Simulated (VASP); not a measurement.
A run of VASP 6.6.1:

Contents of INCAR:

```
PREC = Accurate ; ENCUT = 520
EDIFF = 1E-8 ; ISMEAR = -1
SIGMA = 0.03 ; LREAL = F
LASPH = T ; NELM = 150
ALGO = Normal ; ISIF = 2
LWAVE = F ; LCHARG = F
ISPIN = 2 ; MAGMOM = 3
LORBIT = 11 ; LMAXMIX = 4
GGA = PE ; LEFG = T
NBANDS = 14
```

File KPOINTS:

```
Automatic mesh
0
Gamma
  17 17 17
```

Contents of POSCAR:

```
Fe
1.0
    0.0000000000      1.7907809749      1.7907809749
    1.7907809749      0.0000000000      1.7907809749
    1.7907809749      1.7907809749      0.0000000000
Fe
1
Direct
    0.0000000000      0.0000000000      0.0000000000
```

Potentials or basis: VASP PAW PBE potentials, release 64 (Fe).

The run is started by

```bash
$ cat potpaw_PBE.64/Fe/POTCAR > POTCAR
$ mpirun -np 1 vasp_std > vasp.out
```

Hardware: 1 thread of Intel(R) Xeon(R) 6975P-C (Granite Rapids), on a shared host.

How long does it take, and how much memory?

Run time: 110 s on 1 thread of Intel(R) Xeon(R) 6975P-C (Granite Rapids) (shared host), peak memory 0.17 GiB. Counts: scf iterations 63, k points 165.
